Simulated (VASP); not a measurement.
Here is a VASP 6.6.1 calculation.

File INCAR:

```
PREC = Accurate ; ENCUT = 500
EDIFF = 1E-6 ; ISMEAR = -1
SIGMA = 0.05 ; LREAL = F
LASPH = T ; NELM = 120
ALGO = Normal ; ISIF = 2
LWAVE = F ; LCHARG = T
GGA = CA ; LELF = T
LVHAR = T ; NBANDS = 38
GGA_COMPAT = F
```

KPOINTS

```
Automatic mesh
0
Gamma
  6 6 4
```

The input POSCAR:

```
Sb
1.0
    4.4665073636      0.0000000000      0.0000000000
    0.0000000000      4.3613480807      0.0000000000
   -1.3026719609      0.0000000000      6.2783327531
Sb
4
Direct
    0.3399300000      0.2500000000      0.6836700000
    0.9366380000      0.7500000000      0.7627580000
    0.0633620000      0.2500000000      0.2372420000
    0.6600700000      0.7500000000      0.3163300000
```

Potentials or basis: VASP PAW LDA potentials, release 64 (Sb_d_GW).

Run with:

```bash
$ cat potpaw_LDA.64/Sb_d_GW/POTCAR > POTCAR
$ mpirun -np 1 vasp_std > vasp.out
```

Question: Estimate the band gap on the k mesh.

Answer: Zero (band 30 reaches 5.05 eV, above the bottom of band 31 at 4.41 eV).

Question: Estimate the largest force.

Answer: 0.160 eV/Å.

Question: Predict the pressure.

Answer: -1.6 GPa.

Stress tensor (GPa, compression positive):
```
-1.65  0.00  0.42
 0.00 -1.96  0.00
 0.42  0.00 -1.14
```

Caveat: spin-orbit coupling is left out, which moves the levels of the heavy elements.
